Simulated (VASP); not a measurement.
# Ni3Bi (Pm-3m) in VASP: further runs

The runs below take Ni3Bi through single point, with PBE, LDA.

Everything below comes from runs of VASP 6.6.1. Logs are shortened: lines on timing, memory, paths and dates and some standing lists are left out, and cuts for length are marked.

### Step 1. The cell of the first run

Symmetry: Pm-3m, No. 221, cubic system. The conventional cell has a = 3.822 Å, b = 3.822 Å, c = 3.822 Å, α = 90.00°, β = 90.00°, γ = 90.00°. Within 3.6 Å of Ni (site symmetry 4/mmm) lie 8 Ni at 2.70 Å and 4 Bi at 2.70 Å. Within 3.6 Å of Bi (site symmetry m-3m) lie 12 Ni at 2.70 Å.

### Step 2. Single point, PBE, collinear spin, ferromagnetic start

INCAR

```
PREC     = Accurate       # precision mode
ENCUT    = 520            # plane-wave cutoff, eV
EDIFF    = 1E-6           # SCF threshold, eV
ISMEAR   = -1             # smearing method
SIGMA    = 0.1            # smearing width, eV
LREAL    = F              # projectors in reciprocal space
LASPH    = T              # aspherical terms in the spheres
NELM     = 150            # most SCF steps
ALGO     = Normal         # electronic algorithm
ISIF     = 2              # what is computed and relaxed
LWAVE    = F              # write WAVECAR
LCHARG   = F              # write CHGCAR
ISPIN    = 2              # spin polarisation
MAGMOM   = 0.08 0.08 0.08 0.01 # initial moments
LORBIT   = 11             # projections on sites
LMAXMIX  = 4              # l up to which the mixer works
GGA      = PE             # functional
ISYM     = 0            
NBANDS   = 34             # bands
```

KPOINTS

```
Automatic mesh
0
Gamma
  2 2 2
  0.25 0.25 0.25
```

POSCAR

```
Ni3Bi
1.0
    3.8220070000      0.0000000000      0.0000000000
    0.0000000000      3.8220070000      0.0000000000
    0.0000000000      0.0000000000      3.8220070000
Ni Bi
3 1
Direct
    0.0000000000      0.5000000000      0.5000000000
    0.5000000000      0.0000000000      0.5000000000
    0.5000000000      0.5000000000      0.0000000000
    0.0000000000      0.0000000000      0.0000000000
```

Potentials or basis: VASP PAW PBE potentials, release 64 (Ni, Bi_d).

Run with:

```console
cat potpaw_PBE.64/Ni/POTCAR potpaw_PBE.64/Bi_d/POTCAR > POTCAR
mpirun -np 1 vasp_std > vasp.out
```

OUTCAR:

```text
PREC = Accurate
   ENCUT = 520
   EDIFF = 1E-6
   ISMEAR = -1
   LREAL = F
   LASPH = T
   NELM = 150
   ISIF = 2
   ISPIN = 2
   LORBIT = 11
   GGA = PE
   ISYM = 0

 ion  position               nearest neighbor table
   1  0.000  0.500  0.500-   2 2.70   3 2.70   4 2.70   3 2.70   4 2.70   2 2.70   4 2.70   4 2.70
                             2 2.70   3 2.70   3 2.70   2 2.70
   2  0.500  0.000  0.500-   1 2.70   3 2.70   4 2.70   3 2.70   4 2.70   1 2.70   3 2.70   3 2.70
                             1 2.70   4 2.70   4 2.70   1 2.70
   3  0.500  0.500  0.000-   1 2.70   2 2.70   4 2.70   1 2.70   2 2.70   2 2.70   4 2.70   2 2.70
                             1 2.70   4 2.70   1 2.70   4 2.70
   4  0.000  0.000  0.000-   1 2.70   2 2.70   3 2.70   1 2.70   2 2.70   1 2.70   3 2.70   1 2.70
                             2 2.70   3 2.70   2 2.70   3 2.70

IMPORTANT INFORMATION: All symmetrisations will be switched off!
NOSYMM: (Re-)initialisation of all symmetry stuff for point group C_1.

----------------------------------------------------------------------------------------

                                     Primitive cell

  volume of cell :      55.8309

  direct lattice vectors                    reciprocal lattice vectors
     3.822007000  0.000000000  0.000000000     0.261642640  0.000000000  0.000000000
     0.000000000  3.822007000  0.000000000     0.000000000  0.261642640  0.000000000
     0.000000000  0.000000000  3.822007000     0.000000000  0.000000000  0.261642640

  length of vectors
     3.822007000  3.822007000  3.822007000     0.261642640  0.261642640  0.261642640

  position of ions in fractional coordinates (direct lattice)
     0.000000000  0.500000000  0.500000000
     0.500000000  0.000000000  0.500000000
     0.500000000  0.500000000  0.000000000
     0.000000000  0.000000000  0.000000000

  ion indices of the primitive-cell ions
   primitive index   ion index
                 1           1
                 2           2
                 3           3
                 4           4

----------------------------------------------------------------------------------------

 KPOINTS: Automatic mesh

Automatic generation of k-mesh.
 Grid dimensions read from file:
 generate k-points for:    2    2    2

 Generating k-lattice:

  Cartesian coordinates                     Fractional coordinates (reciprocal lattice)
     0.130821320  0.000000000  0.000000000     0.500000000  0.000000000  0.000000000
     0.000000000  0.130821320  0.000000000     0.000000000  0.500000000  0.000000000
     0.000000000  0.000000000  0.130821320     0.000000000  0.000000000  0.500000000

  Length of vectors
     0.130821320  0.130821320  0.130821320

  Shift w.r.t. Gamma in fractional coordinates (k-lattice)
[... 81 lines left out ...]
   LEPSILON=     F    determine dielectric tensor
   LRPA    =     F    only Hartree local field effects (RPA)
 spin polarized calculation
  energy-cutoff  :      520.00
  volume of cell :       55.83
 maximum number of plane-waves:      1510
   NGX = 15   NGY = 15   NGZ = 15

 number of electron      45.0000080 magnetization       0.0000877

 Free energy of the ion-electron system (eV)
  ---------------------------------------------------
  ext. energy  EPLUGINS =         0.00000000
  ---------------------------------------------------
  free energy    TOTEN  =       -19.80009639 eV

  energy without entropy =      -19.69229223  energy(sigma->0) =      -19.74619431

 E-fermi :  10.4698     XC(G=0): -12.6435

 val. band max:       10.1292114942   @ k =   0.3750  -0.3750  -0.3750
 cond. band min:      10.4968041945   @ k =   0.1250  -0.1250   0.1250
 fundamental gap:      0.3675927003
 Fermi energy:        10.4697873477

 spin component 1

 k-point     1 :       0.1250    0.1250    0.1250
  band No.  band energies     occupation
      1     -12.7299      1.00000
      2     -12.7299      1.00000
      3     -12.6902      1.00000
      4     -12.6902      1.00000
      5     -12.6900      1.00000
      6      -2.8849      1.00000
[... 877 lines left out ...]
     33      22.4311      0.00000
     34      23.4716      0.00000

 [... further k-points ...]

 spin component 2

 k-point     1 :       0.1250    0.1250    0.1250
  band No.  band energies     occupation
      1     -12.7299      1.00000
      2     -12.7299      1.00000
      3     -12.6902      1.00000
      4     -12.6902      1.00000
      5     -12.6900      1.00000
      6      -2.8849      1.00000
[... 877 lines left out ...]
     33      22.4311      0.00000
     34      23.4716      0.00000

 [... further k-points ...]

------------------------ aborting loop because EDIFF is reached ----------------------------------------

  FORCE on cell =-STRESS in cart. coord.  units (eV):
  Direction    XX          YY          ZZ          XY          YZ          ZX
  --------------------------------------------------------------------------------------
  -------------------------------------------------------------------------------------
  Total        0.5786648      0.5785290      0.5792844     -0.0000003      0.0000033      0.0000016
  in kB       16.6059318     16.6020341     16.6237108     -0.0000095      0.0000959      0.0000472
  external PRESSURE =      16.6105589 kB  Pullay stress =       0.0000000 kB

 VOLUME and BASIS-vectors are now :
 -----------------------------------------------------------------------------
  energy-cutoff  :      520.00
  volume of cell :       55.83
      direct lattice vectors                 reciprocal lattice vectors
     3.822007000  0.000000000  0.000000000     0.261642640  0.000000000  0.000000000
     0.000000000  3.822007000  0.000000000     0.000000000  0.261642640  0.000000000
     0.000000000  0.000000000  3.822007000     0.000000000  0.000000000  0.261642640

 POSITION                                       TOTAL-FORCE (eV/Angst)
 -----------------------------------------------------------------------------------
      0.00000      1.91100      1.91100         0.000000      0.000001     -0.000001
      1.91100      0.00000      1.91100         0.000000     -0.000001      0.000000
      1.91100      1.91100      0.00000         0.000001      0.000001      0.000000
      0.00000      0.00000      0.00000        -0.000001     -0.000001      0.000000
 -----------------------------------------------------------------------------------
    total drift:                               -0.000002      0.000002      0.000001

  FREE ENERGIE OF THE ION-ELECTRON SYSTEM (eV)
  ---------------------------------------------------
  free  energy   TOTEN  =       -19.8000963867 eV

  energy  without entropy=      -19.6922922290  energy(sigma->0) =      -19.74619431

 total charge

# of ion       s       p       d       tot
------------------------------------------
    1        0.402   0.392   8.446   9.240
    2        0.402   0.392   8.446   9.240
    3        0.402   0.392   8.446   9.240
    4        1.410   1.539  10.033  12.982
--------------------------------------------------
tot          2.617   2.714  35.372  40.703

 magnetization (x)

# of ion       s       p       d       tot
------------------------------------------
    1       -0.000  -0.000   0.000   0.000
    2       -0.000  -0.000   0.000   0.000
    3       -0.000  -0.000   0.000   0.000
    4        0.000   0.000  -0.000   0.000
--------------------------------------------------
tot         -0.000   0.000   0.000   0.000
```

Run time: 50 s. Hardware: 1 thread of Intel Xeon 6975P-C (Granite Rapids), shared host; peak memory 0.22 GiB.

Results:

| Item | Value |
| --- | --- |
| Free energy | -19.8001 eV |
| Pressure | 1.7 GPa |
| Net moment | 0.00 μB per cell |
| Valence electrons inside the program's atomic spheres | Ni 9.24; Bi 12.98 |

Levels at points of the mesh, in eV from the Fermi level:
Spin up:
| k point | band 18 | band 19 | band 20 | band 21 | band 22 | band 23 | band 24 | band 25 | band 26 | band 27 |
| --- | --- | --- | --- | --- | --- | --- | --- | --- | --- | --- |
| (0.12, 0.12, 0.12) | -0.98 | -0.81 | -0.81 | -0.77 | -0.35 | 0.03 | 0.03 | 3.31 | 6.16 | 6.16 |
Spin down:
```tsv
k point	band 20	band 21	band 22	band 23	band 24	band 25
(0.12, 0.12, 0.12)	-0.81	-0.77	-0.35	0.03	0.03	3.31
```

Caveat: the k points lie up to 0.82 Å⁻¹ apart; spin-orbit coupling is left out, which moves the levels of the heavy elements.

### Step 3. Single point, LDA, collinear spin, ferromagnetic start

INCAR

```
  PREC = Accurate
  ENCUT = 520
  EDIFF = 1E-7
  ISMEAR = 0
  SIGMA = 0.1
  LREAL = False
  LASPH = True
  NELM = 150
  ALGO = Normal
  ISIF = 2
  LWAVE = False
  LCHARG = True
  ISPIN = 2
  MAGMOM = 0.08 0.08 0.08 0.01
  LORBIT = 11
  LMAXMIX = 4
  GGA = CA
  LELF = True
  LVHAR = True
  NBANDS = 34
```

KPOINTS

```
regular mesh
0
Gamma
  4 4 4
```

POSCAR is that of step 2.

Potentials or basis: VASP PAW LDA potentials, release 64 (Ni, Bi_d).

Run with:

```console
cat potpaw_LDA.64/Ni/POTCAR potpaw_LDA.64/Bi_d/POTCAR > POTCAR
mpirun -np 1 vasp_std > vasp.out
```

OUTCAR:

```text
PREC = Accurate
   ENCUT = 520
   EDIFF = 1E-7
   ISMEAR = 0
   LREAL = False
   LASPH = True
   NELM = 150
   ISIF = 2
   ISPIN = 2
   LORBIT = 11
   GGA = CA

 ion  position               nearest neighbor table
   1  0.000  0.500  0.500-   2 2.70   3 2.70   4 2.70   3 2.70   4 2.70   2 2.70   4 2.70   4 2.70
                             2 2.70   3 2.70   3 2.70   2 2.70
   2  0.500  0.000  0.500-   1 2.70   3 2.70   4 2.70   3 2.70   4 2.70   1 2.70   3 2.70   3 2.70
                             1 2.70   4 2.70   4 2.70   1 2.70
[... 956 lines left out ...]
  volume of cell :       55.83
      direct lattice vectors                 reciprocal lattice vectors
     3.822007000  0.000000000  0.000000000     0.261642640  0.000000000  0.000000000
     0.000000000  3.822007000  0.000000000     0.000000000  0.261642640  0.000000000
     0.000000000  0.000000000  3.822007000     0.000000000  0.000000000  0.261642640

 POSITION                                       TOTAL-FORCE (eV/Angst)
 -----------------------------------------------------------------------------------
      0.00000      1.91100      1.91100         0.000000      0.000000      0.000000
      1.91100      0.00000      1.91100         0.000000      0.000000      0.000000
      1.91100      1.91100      0.00000         0.000000      0.000000      0.000000
      0.00000      0.00000      0.00000         0.000000      0.000000      0.000000
 -----------------------------------------------------------------------------------
    total drift:                                0.000000      0.000000      0.000000

  FREE ENERGIE OF THE ION-ELECTRON SYSTEM (eV)
  ---------------------------------------------------
  free  energy   TOTEN  =       -23.7382175372 eV

  energy  without entropy=      -23.7097234903  energy(sigma->0) =      -23.72397051

 total charge

# of ion       s       p       d       tot
------------------------------------------
    1        0.406   0.389   8.464   9.259
    2        0.406   0.389   8.464   9.259
    3        0.406   0.389   8.464   9.259
    4        1.412   1.538  10.030  12.981
--------------------------------------------------
tot          2.630   2.707  35.422  40.758

 magnetization (x)

# of ion       s       p       d       tot
------------------------------------------
    1       -0.000   0.000   0.000   0.000
    2       -0.000   0.000   0.000   0.000
    3       -0.000   0.000   0.000   0.000
    4        0.000   0.000  -0.000   0.000
--------------------------------------------------
tot         -0.000   0.000   0.000   0.000
```

OSZICAR:

```text
N       E                     dE             d eps       ncg     rms          rms(c)
DAV:   1     0.380360250302E+03    0.38036E+03   -0.20021E+04  1376   0.185E+03
DAV:   2     0.102728995716E+02   -0.37009E+03   -0.35311E+03  1360   0.406E+02
DAV:   3    -0.245616350353E+02   -0.34835E+02   -0.33731E+02  1512   0.143E+02
DAV:   4    -0.255899981748E+02   -0.10284E+01   -0.10261E+01  1580   0.254E+01
DAV:   5    -0.256329260156E+02   -0.42928E-01   -0.42923E-01  1910   0.424E+00    0.126E+01
DAV:   6    -0.256660065243E+02   -0.33081E-01   -0.15749E+01  1560   0.542E+01    0.121E+01
DAV:   7    -0.237917396514E+02    0.18743E+01   -0.57099E+00  1560   0.325E+01    0.247E+00
DAV:   8    -0.237454469932E+02    0.46293E-01   -0.20878E-01  1580   0.297E+00    0.817E-01
DAV:   9    -0.237401372663E+02    0.53097E-02   -0.13071E-02  1772   0.123E+00    0.351E-01
DAV:  10    -0.237382428394E+02    0.18944E-02   -0.18473E-03  1988   0.459E-01    0.958E-02
DAV:  11    -0.237382159901E+02    0.26849E-04   -0.20713E-04  1472   0.107E-01    0.365E-02
DAV:  12    -0.237382161152E+02   -0.12512E-06   -0.16067E-05  1988   0.413E-02    0.280E-02
DAV:  13    -0.237382159347E+02    0.18052E-06   -0.66171E-06  1772   0.294E-02    0.974E-03
DAV:  14    -0.237382165467E+02   -0.61206E-06   -0.98455E-07  1628   0.924E-03    0.107E-02
DAV:  15    -0.237382170292E+02   -0.48245E-06   -0.53004E-07  1140   0.786E-03    0.718E-03
DAV:  16    -0.237382173143E+02   -0.28518E-06   -0.30676E-07  1078   0.557E-03    0.472E-03
DAV:  17    -0.237382175208E+02   -0.20643E-06   -0.57484E-07  1188   0.805E-03    0.109E-03
DAV:  18    -0.237382175372E+02   -0.16379E-07   -0.88472E-08   878   0.256E-03
   1 F= -.23738218E+02 E0= -.23723971E+02  d E =-.284940E-01  mag=     0.0001
```

stdout:

```text
POSCAR found type information on POSCAR NiBi
 POSCAR found :  2 types and       4 ions
 scaLAPACK will be used
 LDA part: xc-table for (Slater(with rela. corr.)+CA(PZ))
 , standard interpolation
 POSCAR, INCAR and KPOINTS ok, starting setup
 FFT: planning ... GRIDC
 FFT: planning ... GRID_SOFT
 FFT: planning ... GRID
 WAVECAR not read
 entering main loop
```

Run time: 18 s. Hardware: 1 thread of Intel Xeon 6975P-C (Granite Rapids), shared host; peak memory 0.16 GiB.

Results:

```
Free energy                                           : -23.7382 eV
Pressure                                              : -10.7 GPa
Net moment                                            : 0.00 μB per cell
Valence electrons inside the program's atomic spheres : Ni 9.26; Bi 12.98
```

Levels at points of the mesh, in eV from the Fermi level:
Spin up:
| k point | band 19 | band 20 | band 21 | band 22 | band 23 | band 24 | band 25 | band 26 |
| --- | --- | --- | --- | --- | --- | --- | --- | --- |
| (0.00, 0.00, 0.00) | -0.78 | -0.78 | -0.66 | -0.34 | -0.34 | -0.34 | 1.24 | 5.15 |
| (0.50, 0.00, 0.00) | -1.37 | -1.22 | -0.77 | -0.34 | 2.07 | 2.21 | 2.21 | 4.57 |
| (0.50, 0.50, 0.00) | -1.40 | -1.30 | -1.25 | -1.04 | 0.03 | 0.03 | 4.19 | 4.54 |
| (0.50, 0.50, 0.50) | -1.30 | -1.30 | -0.77 | -0.64 | -0.54 | -0.54 | -0.54 | 2.72 |
Spin down:
| k point | band 19 | band 20 | band 21 | band 22 | band 23 | band 24 | band 25 | band 26 |
| --- | --- | --- | --- | --- | --- | --- | --- | --- |
| (0.00, 0.00, 0.00) | -0.78 | -0.78 | -0.66 | -0.34 | -0.34 | -0.34 | 1.24 | 5.15 |
| (0.50, 0.00, 0.00) | -1.37 | -1.22 | -0.77 | -0.34 | 2.07 | 2.21 | 2.21 | 4.57 |
| (0.50, 0.50, 0.00) | -1.40 | -1.30 | -1.25 | -1.04 | 0.03 | 0.03 | 4.19 | 4.54 |
| (0.50, 0.50, 0.50) | -1.30 | -1.30 | -0.77 | -0.64 | -0.54 | -0.54 | -0.54 | 2.72 |

Caveat: the k points lie up to 0.41 Å⁻¹ apart; spin-orbit coupling is left out, which moves the levels of the heavy elements.

(Part 1 of 2 ends here.)
